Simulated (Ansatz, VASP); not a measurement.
## One calculation of Be2S3, two programs

```
Be S
1.0
     3.55066    0.00000    0.00000
     0.00000    3.55066    0.00000
     0.00000    0.00000    6.64324
Be S
2 3
Direct
  0.50000 0.00000 0.81450
  0.00000 0.50000 0.18550
  0.50000 0.50000 0.65409
  0.50000 0.50000 0.34591
  0.00000 0.00000 0.00000
```

Alike in both runs: functional PBE; k mesh 5 × 5 × 3; occupations gaussian, width 0.2 eV; no spin polarisation.

Ansatz relaxed the structure, and its values are those at the end. VASP's run is a single point on that final structure, the one shown.

```csv
,VASP,Ansatz
version,VASP 6.6.1,Ansatz 0.2.0
potentials or method,"VASP PAW PBE potentials, release 64 (Be, S), cutoff 520 eV","scalar-relativistic, plane waves, PAW"
valence electrons in the cell,22,22
```

VASP gave:

- gap on the k mesh at the Fermi level (eV): 1.13
- least direct gap on the mesh (eV): 1.30
- pressure (GPa): -0.1
- rms of the force components (eV/Å): 0.036

Problem. What did Ansatz give for the same quantities?

Solution. gap on the k mesh at the Fermi level (eV): 1.10; least direct gap on the mesh (eV): 1.27; pressure (GPa): 0.0; rms of the force components (eV/Å): 0.009.
